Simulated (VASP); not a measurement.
Here is a VASP 6.6.1 calculation.

INCAR

```
SYSTEM = WSe2
PREC     = Accurate       ! precision mode
ENCUT    = 520            ! plane-wave cutoff, eV
EDIFF    = 1E-7           ! SCF threshold, eV
ISMEAR   = 0              ! smearing method
SIGMA    = 0.05           ! smearing width, eV
LREAL    = Auto         
LASPH    = .TRUE.         ! aspherical terms in the spheres
NELM     = 100            ! most SCF steps
ALGO     = Normal         ! electronic algorithm
ISIF     = 2              ! what is computed and relaxed
LWAVE    = .FALSE.        ! write WAVECAR
LCHARG   = .FALSE.        ! write CHGCAR
LDIPOL   = .TRUE.       
IDIPOL   = 3            
DIPOL    = 0.5 0.5 0.439
GGA      = PE             ! functional
IVDW     = 12             ! dispersion correction
NBANDS   = 122            ! bands
```

File KPOINTS:

```
Automatic mesh
0
G
  3 3 1
  0 0 0
```

POSCAR

```
WSe2
1.0
    6.5580551291      0.0000000000      0.0000000000
   -3.2790275646      5.6794423413      0.0000000000
    0.0000000000      0.0000000000     29.3291504491
Se W
16 8
Direct
    0.1666666667      0.3333333333      0.2727661688
    0.1666666667      0.8333333333      0.2727661688
    0.6666666667      0.3333333333      0.2727661688
    0.6666666667      0.8333333333      0.2727661688
    0.1666666667      0.3333333333      0.3876261177
    0.1666666667      0.8333333333      0.3876261177
    0.6666666667      0.3333333333      0.3876261177
    0.6666666667      0.8333333333      0.3876261177
    0.3339012109      0.1677548284      0.4909519146
    0.3337448938      0.6673279284      0.4911427190
    0.8336054708      0.1674451124      0.4910825545
    0.8333991961      0.6672271206      0.4909677056
    0.3334136743      0.1670051577      0.6061121970
    0.3330881068      0.6677944341      0.6056444978
    0.8335126747      0.1674062048      0.6060968850
    0.8340395321      0.6675672446      0.6060550093
    0.3333333333      0.1666666667      0.3301961432
    0.3333333333      0.6666666667      0.3301961432
    0.8333333333      0.1666666667      0.3301961432
    0.8333333333      0.6666666667      0.3301961432
    0.1668123087      0.3333157443      0.5485394525
    0.1665591399      0.8346966986      0.5483827147
    0.6667811588      0.3341526387      0.5485946057
    0.6676723630      0.8342363497      0.5485390633
```

Potentials or basis: VASP PAW PBE potentials, release 64 (Se, W_sv).

Command:

```console
$ cat potpaw_PBE.64/Se/POTCAR potpaw_PBE.64/W_sv/POTCAR > POTCAR
$ mpirun -np 1 vasp_std > vasp.out
```

Q: Estimate the band gap on the k mesh.

A: 1.28 eV.

Q: Predict the largest force.

A: 0.142 eV/Å.

Q: Predict the dispersion energy per atom.

A: -0.404 eV.

Forces on the atoms (eV/Å):
```
Se   0.000  0.001 -0.080
Se   0.000  0.001 -0.080
Se   0.000  0.001 -0.080
Se   0.000  0.001 -0.080
Se  -0.001  0.002  0.073
Se   0.001  0.001  0.074
Se   0.001  0.001  0.071
Se  -0.001  0.002  0.073
Se   0.002 -0.003 -0.045
Se  -0.005 -0.005 -0.063
Se  -0.004 -0.002 -0.048
Se  -0.001 -0.008 -0.043
Se  -0.002  0.019  0.036
Se   0.039 -0.012  0.136
Se   0.011 -0.006  0.036
Se  -0.019 -0.006  0.051
W    0.000  0.002  0.008
W    0.000  0.001  0.008
W    0.000  0.001  0.007
W    0.000  0.002  0.008
W   -0.026  0.038 -0.019
W    0.033 -0.025  0.014
W    0.017 -0.007 -0.034
W   -0.044  0.001 -0.021
```

Caveat: spin-orbit coupling is left out, which moves the levels of the heavy elements.
